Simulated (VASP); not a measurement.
# Si in VASP: further runs

Si is run at these levels: PBE; tasks: relaxation of the atoms, single point.

Program: VASP 6.6.1. These are calculated values, not measurements. Logs are shortened: lines on timing, memory, paths and dates and some standing lists are left out, and cuts for length are marked.

## (1) The cell of the first run

The cell holds a slab with vacuum, 4 atoms: a = 9.476 Å, b = 3.869 Å, c = 17.117 Å, α = 90.00°, β = 90.00°, γ = 90.00°.

## (2) Relaxation of the atoms, PBE

Input file INCAR:

```
PREC = Accurate
ENCUT = 520
EDIFF = 1E-7
ISMEAR = -1
SIGMA = 0.02
LREAL = False
LASPH = True
NELM = 100
ALGO = Normal
ISIF = 2
LWAVE = False
LCHARG = False
LDIPOL = True
IDIPOL = 3
DIPOL = 0.5 0.5 0.500
GGA = PE
IBRION = 2
NSW = 60
EDIFFG = -0.01
```

Input file KPOINTS:

```
regular mesh
0
Gamma
  3 7 1
```

Input file POSCAR:

```
Si
1.0
    9.4759515534      0.0000000000      0.0000000000
    0.0000000000      3.8685410222      0.0000000000
    0.0000000000      0.0000000000     17.1168000000
Si
4
Direct
    0.7916666670      0.7500000000      0.4673784938
    0.5416666670      0.7500000000      0.4673784938
    0.4583333330      0.2500000000      0.5326215062
    0.2083333330      0.2500000000      0.5326215062
```

Potentials or basis: VASP PAW PBE potentials, release 64 (Si).

Run with:

```
cat potpaw_PBE.64/Si/POTCAR > POTCAR
mpirun -np 1 vasp_std > vasp.out
```

OUTCAR:

```text
PREC = Accurate
   ENCUT = 520
   EDIFF = 1E-7
   ISMEAR = -1
   LREAL = False
   LASPH = True
   NELM = 100
   ISIF = 2
   GGA = PE
   IBRION = 2
   NSW = 60
   EDIFFG = -0.01

 ion  position               nearest neighbor table
   1  0.792  0.750  0.467-   2 2.37
   2  0.542  0.750  0.467-   3 2.37   3 2.37   1 2.37
   3  0.458  0.250  0.533-   2 2.37   2 2.37   4 2.37
   4  0.208  0.250  0.533-   3 2.37

  LATTYP: Found a simple orthorhombic cell.
 ALAT       =     3.8685410222
 B/A-ratio  =     2.4494897428
 C/A-ratio  =     4.4246138019

  Lattice vectors:

 A1 = (   0.0000000000,  -3.8685410222,   0.0000000000)
 A2 = (   9.4759515534,   0.0000000000,   0.0000000000)
 A3 = (   0.0000000000,   0.0000000000,  17.1168000000)

Analysis of symmetry for initial positions (statically):
=====================================================================
 Subroutine PRICEL returns:
 Original cell was already a primitive cell.

 Routine SETGRP: Setting up the symmetry group for a
 simple orthorhombic supercell.

 Subroutine GETGRP returns: Found  4 space group operations
 (whereof  2 operations were pure point group operations)
 out of a pool of  8 trial point group operations.

The static configuration has the point symmetry S_2 .
 The point group associated with its full space group is C_2h.

Analysis of symmetry for dynamics (positions and initial velocities):
=====================================================================
 Subroutine PRICEL returns:
 Original cell was already a primitive cell.

 Routine SETGRP: Setting up the symmetry group for a
 simple orthorhombic supercell.

 Subroutine GETGRP returns: Found  4 space group operations
 (whereof  2 operations were pure point group operations)
 out of a pool of  8 trial point group operations.

The dynamic configuration has the point symmetry S_2 .
 The point group associated with its full space group is C_2h.

 Subroutine INISYM returns: Found  4 space group operations
 (whereof  2 operations are pure point group operations),
 and found     1 'primitive' translations

----------------------------------------------------------------------------------------

                                     Primitive cell

  volume of cell :     627.4695

  direct lattice vectors                    reciprocal lattice vectors
     9.475951553  0.000000000  0.000000000     0.105530299  0.000000000  0.000000000
     0.000000000  3.868541022  0.000000000     0.000000000  0.258495385  0.000000000
     0.000000000  0.000000000 17.116800000     0.000000000  0.000000000  0.058422135

  length of vectors
     9.475951553  3.868541022 17.116800000     0.105530299  0.258495385  0.058422135

  position of ions in fractional coordinates (direct lattice)
     0.791666667  0.750000000  0.467378494
     0.541666667  0.750000000  0.467378494
     0.458333333  0.250000000  0.532621506
     0.208333333  0.250000000  0.532621506

  ion indices of the primitive-cell ions
   primitive index   ion index
                 1           1
                 2           2
                 3           3
                 4           4

----------------------------------------------------------------------------------------

 KPOINTS: regular mesh

Automatic generation of k-mesh.
 Grid dimensions read from file:
 generate k-points for:    3    7    1

 Generating k-lattice:

  Cartesian coordinates                     Fractional coordinates (reciprocal lattice)
     0.035176766  0.000000000  0.000000000     0.333333333  0.000000000  0.000000000
     0.000000000  0.036927912  0.000000000     0.000000000  0.142857143  0.000000000
     0.000000000  0.000000000  0.058422135     0.000000000  0.000000000  1.000000000
[... 38 lines left out ...]
   ENCUT  =  520.0 eV  38.22 Ry    6.18 a.u.  17.62  7.19 31.83*2*pi/ulx,y,z
   NELM   =    100;   NELMIN=  2; NELMDL= -5     # of ELM steps
   EDIFF  = 0.1E-06   stopping-criterion for ELM
   LREAL  =      F    real-space projection
   EDIFFG = -.1E-01   stopping-criterion for IOM
   NSW    =     60    number of steps for IOM
   IBRION =      2    ionic relax: 0-MD 1-quasi-New 2-CG
   NFREE  =      1    steps in history (QN), initial steepest desc. (CG)
   ISIF   =      2    stress and relaxation
   ISYM   =      2    0-nonsym 1-usesym 2-fastsym
   POTIM  = 0.5000    time-step for ionic-motion
   TEBEG  =    0.0;   TEEND  =   0.0 temperature during run
   PSTRESS=    0.0 pullay stress
   NELECT =      16.0000    total number of electrons
   NUPDOWN=      -1.0000    fix difference up-down
   EMIN   =  10.00;   EMAX   =-10.00  energy-range for DOS
   EFERMI =   0.00;   METHOD = LEGACY
   ISMEAR =    -1;   SIGMA  =   0.02  broadening in eV -4-tet -1-fermi 0-gaus
   EFERMI_NEDOS =   21; number of points for ismear=-14 and -15
   IALGO  =     38    algorithm
   IMIX   =      4    mixing-type and parameters
     AMIX     =   0.40;   BMIX     =  1.00
     AMIX_MAG =   1.60;   BMIX_MAG =  1.00
  volume/ion in A,a.u.               =     156.87      1058.59
  Fermi-wavevector in a.u.,A,eV,Ry     =   0.481856  0.910576  3.159072  0.232185
  Thomas-Fermi vector in A             =   1.480173
   LORBIT       =      0    0 simple, 1 ext, 2 COOP (PROOUT), +10 PAW based schemes
   GGA     = PE    functional components
   LHFCALC =     F    Hartree Fock is set to
   AEXX    =    0.0000 exact exchange contribution
   IVDW    =     0    specifies the selected vdW correction
   LEPSILON=     F    determine dielectric tensor
   LRPA    =     F    only Hartree local field effects (RPA)
 conjugate gradient relaxation of ions
 non-spin polarized calculation
  energy-cutoff  :      520.00
  volume of cell :      627.47
 maximum number of plane-waves:     16940
 NGX is ok and might be reduce to    70
   NGX = 35   NGY = 15   NGZ = 63

--------------------------------------- Ionic step        1  -------------------------------------------

 number of electron      15.9999999 magnetization

 Free energy of the ion-electron system (eV)
  ---------------------------------------------------
  ext. energy  EPLUGINS =         0.00000000
  ---------------------------------------------------
  free energy    TOTEN  =       -14.92875317 eV

  energy without entropy =      -14.91739521  energy(sigma->0) =      -14.92307419

------------------------ aborting loop because EDIFF is reached ----------------------------------------

  FORCE on cell =-STRESS in cart. coord.  units (eV):
  Direction    XX          YY          ZZ          XY          YZ          ZX
  --------------------------------------------------------------------------------------
  -------------------------------------------------------------------------------------
  Total       -4.7988632     -5.3414350     -0.7940042      0.0000000      0.0000000      0.3598429
  in kB      -12.2533923    -13.6387922     -2.0274062      0.0000000      0.0000000      0.9188211
  external PRESSURE =      -9.3065302 kB  Pullay stress =       0.0000000 kB
[... 95 lines left out ...]
  FREE ENERGIE OF THE ION-ELECTRON SYSTEM (eV)
  ---------------------------------------------------
  free  energy   TOTEN  =       -15.0623607153 eV

  energy  without entropy=      -15.0483685234  energy(sigma->0) =      -15.05536462

[... ionic steps 4 to 28 ...]

--------------------------------------- Ionic step       29  -------------------------------------------

 number of electron      15.9999999 magnetization

------------------------ aborting loop because EDIFF is reached ----------------------------------------
[... 33 lines left out ...]
--------------------------------------- Ionic step       30  -------------------------------------------

 number of electron      15.9999999 magnetization

 dipolmoment           0.000000      0.000000     -0.000000 electrons x Angstroem

------------------------ aborting loop because EDIFF is reached ----------------------------------------

  FORCE on cell =-STRESS in cart. coord.  units (eV):
  Direction    XX          YY          ZZ          XY          YZ          ZX
  --------------------------------------------------------------------------------------
  -------------------------------------------------------------------------------------
  Total       -0.7098477     -5.2418612     -0.0047142      0.0000000      0.0000000      0.0001265
  in kB       -1.8125214    -13.3845411     -0.0120371      0.0000000      0.0000000      0.0003230
  external PRESSURE =      -5.0696999 kB  Pullay stress =       0.0000000 kB
[... 25 lines left out ...]
--------------------------------------- Ionic step       31  -------------------------------------------

 number of electron      15.9999999 magnetization

 dipolmoment           0.000000      0.000000      0.000000 electrons x Angstroem

 Free energy of the ion-electron system (eV)
  ---------------------------------------------------
  ext. energy  EPLUGINS =         0.00000000
  ---------------------------------------------------
  free energy    TOTEN  =       -15.17761654 eV

  energy without entropy =      -15.17175970  energy(sigma->0) =      -15.17468812

 E-fermi :  -3.5522     XC(G=0):  -2.2219

 val. band max:       -3.6031863055   @ k =   0.3333   0.1429   0.0000
 cond. band min:      -3.4963754712   @ k =   0.3333   0.4286   0.0000
 fundamental gap:      0.1068108343
 Fermi energy:        -3.5521806942

 k-point     1 :       0.0000    0.0000    0.0000
  band No.  band energies     occupation
      1     -13.4176      2.00000
      2     -11.2602      2.00000
      3      -9.8609      2.00000
      4      -6.2781      2.00000
      5      -5.3838      2.00000
      6      -5.0185      2.00000
      7      -4.8128      2.00000
      8      -3.7413      1.99984
      9      -2.5341      0.00000
     10      -1.5639      0.00000
     11      -1.3014      0.00000
     12      -0.9160      0.00000
[... 93 lines left out ...]
      1     -12.0281      2.00000
      2     -11.3358      2.00000
      3      -9.1408      2.00000
      4      -8.8336      2.00000
      5      -5.3614      2.00000
      6      -5.0911      2.00000
      7      -4.1010      2.00000
      8      -3.9985      2.00000
      9      -3.8068      1.99999
     10      -3.4964      0.11571
     11      -1.7434      0.00000
     12      -1.3070      0.00000

------------------------ aborting loop because EDIFF is reached ----------------------------------------

 vacuum level on the upper side and lower side of the slab       (xc-potential included)        -0.071        -0.071

  FORCE on cell =-STRESS in cart. coord.  units (eV):
  Direction    XX          YY          ZZ          XY          YZ          ZX
  --------------------------------------------------------------------------------------
  -------------------------------------------------------------------------------------
  Total       -0.7444193     -5.2603200     -0.0059858      0.0000000      0.0000000      0.0048015
  in kB       -1.9007964    -13.4316738     -0.0152842      0.0000000      0.0000000      0.0122601
  external PRESSURE =      -5.1159181 kB  Pullay stress =       0.0000000 kB
[... 19 lines left out ...]
  FREE ENERGIE OF THE ION-ELECTRON SYSTEM (eV)
  ---------------------------------------------------
  free  energy   TOTEN  =       -15.1776165444 eV

  energy  without entropy=      -15.1717596963  energy(sigma->0) =      -15.17468812

 reached required accuracy - stopping structural energy minimisation

 vacuum level on the upper side and lower side of the slab         1.334         1.334
```

Run time: 13 min. Hardware: 1 thread of Intel Xeon Platinum 8559C (Emerald Rapids), shared host; peak memory 0.62 GiB.

What came out:

- Free energy: -15.1776 eV
- Energy gained by relaxing: 62.2 meV/atom
- Ionic steps: 31
- Largest force after relaxing: 0.007 eV/Å
- Band gap on the k mesh: zero (bands 8 and 9 overlap by 0.34 eV)

Forces in eV/Å, atoms in the order of the input:
```
Si  -0.005  0.000  0.000
Si   0.007  0.000 -0.002
Si  -0.007  0.000  0.002
Si   0.005  0.000  0.000
```

The path:
| step | energy change (eV) | largest force (eV/Å) | pressure (GPa) |
| --- | --- | --- | --- |
| 1 | 0.0000 | 0.8369 | -0.93 |
| 2 | -0.0956 | 0.5365 | -0.70 |
| 3 | -0.1336 | 0.4778 | -0.43 |
| 4 | -0.1488 | 0.1139 | -0.38 |
| 5 | -0.1488 | 0.1194 | -0.38 |
| 6 | -0.1505 | 0.1003 | -0.36 |
| 7 | -0.1549 | 0.1607 | -0.32 |
| 8 | -0.1599 | 0.3498 | -0.24 |
| 9 | -0.1564 | 0.7111 | -0.12 |
| 10 | -0.1608 | 0.4584 | -0.19 |
| 11 | -0.1612 | 0.4598 | -0.19 |
| 12 | -0.1622 | 0.4638 | -0.19 |
| 13 | -0.1644 | 0.4712 | -0.19 |
| 14 | -0.1688 | 0.4841 | -0.19 |
| 15 | -0.1782 | 0.5024 | -0.19 |
| 16 | -0.1981 | 0.5084 | -0.22 |
| 17 | -0.2226 | 0.7100 | -0.40 |
| 18 | -0.2337 | 0.5818 | -0.51 |
| 19 | -0.2344 | 0.5502 | -0.55 |
| 20 | -0.2424 | 0.3647 | -0.54 |
| 21 | -0.2484 | 0.0209 | -0.52 |
| 22 | -0.2484 | 0.0168 | -0.52 |
| 23 | -0.2485 | 0.0167 | -0.52 |
| 24 | -0.2485 | 0.0162 | -0.51 |
| 25 | -0.2486 | 0.0152 | -0.51 |
| 26 | -0.2487 | 0.0182 | -0.50 |
| 27 | -0.2487 | 0.0132 | -0.50 |
| 28 | -0.2487 | 0.0322 | -0.50 |
| 29 | -0.2488 | 0.0297 | -0.50 |
| 30 | -0.2488 | 0.0220 | -0.51 |
| 31 | -0.2489 | 0.0068 | -0.51 |

Final structure:
```yaml
crystal:
  lattice:
    - [9.47595, 0.00000, 0.00000]
    - [0.00000, 3.86854, 0.00000]
    - [0.00000, 0.00000, 17.11680]
  atoms:
    - { symbol: Si, position: [0.80071, 0.75000, 0.46314] }
    - { symbol: Si, position: [0.56569, 0.75000, 0.49508] }
    - { symbol: Si, position: [0.43431, 0.25000, 0.50492] }
    - { symbol: Si, position: [0.19929, 0.25000, 0.53686] }
```

## (3) Single point, PBE

This run uses another cell than the first one.

Input file INCAR:

```
SYSTEM = Si
PREC = Accurate
ENCUT = 520
EDIFF = 1E-6
ISMEAR = -1
SIGMA = 0.02
LREAL = .False.
LASPH = .True.
NELM = 60
ALGO = Normal
ISIF = 2
LWAVE = .False.
LCHARG = .True.
LDIPOL = .True.
IDIPOL = 3
DIPOL = 0.5 0.5 0.500
GGA = PE
LELF = .True.
LVHAR = .True.
LVACPOTAV = .True.
NBANDS = 16
```

Input file KPOINTS:

```
Automatic mesh
0
Gamma
  3 7 1
  0 0 0
```

Input file POSCAR:

```
Si
1.0
    9.4759515534      0.0000000000      0.0000000000
    0.0000000000      3.8685410222      0.0000000000
    0.0000000000      0.0000000000     14.2803000000
Si
4
Direct
    0.8005497932      0.7500000000      0.4551733294
    0.5657294907      0.7500000000      0.4940322305
    0.4342704941      0.2500000000      0.5059676864
    0.1994502220      0.2500000000      0.5448266706
```

Potentials or basis: VASP PAW PBE potentials, release 64 (Si).

Run with:

```
cat potpaw_PBE.64/Si/POTCAR > POTCAR
mpirun -np 1 vasp_std > vasp.out
```

It took 96 s on 1 thread of Intel Xeon Platinum 8488C (Sapphire Rapids), shared host; peak memory 0.49 GiB.

The run converged. Its results:

```yaml
Free_energy: -15.1777 eV
Largest_force: 0.006 eV/Å
Band_gap_on_the_k_mesh: zero (bands 8 and 9 overlap by 0.34 eV)
```

Forces in eV/Å, atoms in the order of the input:
```
Si  -0.005  0.000  0.001
Si   0.000  0.000 -0.002
Si   0.000  0.000  0.002
Si   0.005  0.000 -0.001
```

Levels at points of the mesh, in eV from the Fermi level:
| k point | band 6 | band 7 | band 8 | band 9 | band 10 | band 11 |
| --- | --- | --- | --- | --- | --- | --- |
| (0.00, 0.00, 0.00) | -1.46 | -1.26 | -0.19 | 1.02 | 1.99 | 2.25 |

## (4) Single point, PBE

This run uses another cell than the first one.

Input file INCAR:

```
PREC = Accurate
ENCUT = 520
EDIFF = 1E-6
ISMEAR = -1
SIGMA = 0.02
LREAL = False
LASPH = True
NELM = 60
ALGO = Normal
ISIF = 2
LWAVE = False
LCHARG = True
LDIPOL = True
IDIPOL = 3
DIPOL = 0.5 0.5 0.500
GGA = PE
LELF = True
LVHAR = True
LVACPOTAV = True
NBANDS = 16
```

Input file KPOINTS:

```
regular mesh
0
Gamma
  3 7 1
```

POSCAR is that of step 3.

Run with:

```
cat potpaw_PBE.64/Si/POTCAR > POTCAR
mpirun -np 1 vasp_std > vasp.out
```

It took 1.7 min on 1 thread of Intel Xeon Platinum 8488C (Sapphire Rapids), shared host; peak memory 0.49 GiB.

The run converged. Its results:

```
Free energy            : -15.1777 eV
Largest force          : 0.006 eV/Å
Band gap on the k mesh : zero (bands 8 and 9 overlap by 0.34 eV)
```

Forces in eV/Å, atoms in the order of the input:
```
Si  -0.005  0.000  0.001
Si   0.000  0.000 -0.002
Si   0.000  0.000  0.002
Si   0.005  0.000 -0.001
```

Levels at points of the mesh, in eV from the Fermi level:
```
           k point  band 6  band 7  band 8  band 9  band 10  band 11
(0.00, 0.00, 0.00)   -1.46   -1.26   -0.19    1.02     1.99     2.25
```

(Part 1 of 2 ends here.)
